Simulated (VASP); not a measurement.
A run of VASP 6.6.1 is set up as follows.

File POSCAR:

```
H11NO4
1.0
    5.2305400000      0.0000000000      0.0000000000
    0.0000000000      5.2305400000      0.0000000000
    0.0000000000      0.0000000000      5.2305400000
O H N
4 11 1
Direct
    0.1004109824      0.8400835255      0.7896212731
    0.3052273091      0.4665230817      0.1360909063
    0.9522178371      0.1755162482      0.3903753718
    0.5954999588      0.5487439679      0.5661170860
    0.1734617431      0.7098508416      0.9003289130
   -0.0476879455      0.8994069592      0.8853977210
    0.4037664591      0.5095879467      0.2900619354
    0.1694169705      0.3590767915      0.2090563451
    0.8562210041      0.0842210758      0.2553939795
    1.0239754871      0.0462131279      0.5036062416
    0.7371959705      0.4313725866      0.5344703194
    0.5076670203      0.4801688788      0.7129375740
    0.5415837580      0.8578102498      1.1576276238
    0.5136985100      1.1426205700      1.0461028219
    0.5778948580      0.9071465788      0.8576203482
    0.6203228774      0.9819317699      1.0324778399
```

INCAR.step1

```
SYSTEM = H11NO4
PREC = Accurate
ENCUT = 520
ISMEAR = -1
SIGMA = 0.02
LREAL = Auto
LASPH = .True.
NELM = 100
NBANDS = 34
GGA = PE
ALGO = Normal
EDIFF = 1E-4
LWAVE = .True.
LCHARG = .False.
```

The input INCAR.step2:

```
SYSTEM = H11NO4
PREC = Accurate
ENCUT = 520
EDIFF = 1E-6
ISMEAR = -1
SIGMA = 0.02
LREAL = Auto
LASPH = .True.
NELM = 100
ALGO = Normal
ISIF = 2
LWAVE = .False.
LCHARG = .False.
METAGGA = R2SCAN
LMIXTAU = .True.
IVDW = 12
VDW_S6 = 1.0
VDW_S8 = 0.78981345
VDW_A1 = 0.49484001
VDW_A2 = 5.73083694
NBANDS = 34
ISTART = 1
```

Contents of KPOINTS:

```
Automatic mesh
0
Gamma
  1 1 1
  0 0 0
```

Potentials or basis: VASP PAW PBE potentials, release 64 (O, H, N).

Run with:

```console
$ cat potpaw_PBE.64/O/POTCAR potpaw_PBE.64/H/POTCAR potpaw_PBE.64/N/POTCAR > POTCAR
$ cp INCAR.step1 INCAR
$ mpirun -np 1 vasp_gam > vasp.out
$ cp INCAR.step2 INCAR
$ mpirun -np 1 vasp_gam > vasp.out
```

(1) Predict the dispersion energy per atom.

(2) Estimate the pressure.

(3) What does it give for the largest force?

## Answers

(1) -0.019 eV.

(2) 0.0 GPa.

(3) 0.429 eV/Å.

Caveat: the k points lie up to 1.20 Å⁻¹ apart; the PAW data sets were made with another functional, which shifts forces and pressure a little.
